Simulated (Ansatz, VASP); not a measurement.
**Mo2C3: VASP beside Ansatz**

```
CELL_PARAMETERS angstrom
5.42109 0.00000 0.00000
0.00000 2.53940 2.59290
0.00000 -2.53940 2.59290
ATOMIC_POSITIONS crystal
Mo 0.00000 0.02871 0.49248
Mo 0.00000 0.49248 0.02871
C 0.25750 0.99304 0.99304
C 0.74250 0.99304 0.99304
C 0.50000 0.99286 0.99286
```

Change from the starting cell: the structure that the rattled cell fell into.

Alike in both runs: functional PBE; k mesh 8 × 10 × 10; occupations gaussian, width 0.1 eV; no spin polarisation.

Ansatz relaxed the structure, and its values are those at the end. VASP's run is a single point on that final structure, the one shown.

```csv
,VASP,Ansatz
version,VASP 6.6.1,Ansatz 0.2.0
potentials or method,"VASP PAW PBE potentials, release 64 (Mo_sv, C), cutoff 520 eV","scalar-relativistic, plane waves, PAW"
valence electrons in the cell,40,40
```

VASP gave:

| Property | Result |
| --- | --- |
| gap on the k mesh at the Fermi level (eV) | none |
| pressure (GPa) | 0.4 |
| rms of the force components (eV/Å) | 0.026 |

**Question.** Which values does Ansatz return?

**Answer.** gap on the k mesh at the Fermi level (eV): none; pressure (GPa): 0.0; rms of the force components (eV/Å): 0.000.

A gap of «none» marks a metal or a gap that the smearing closes.
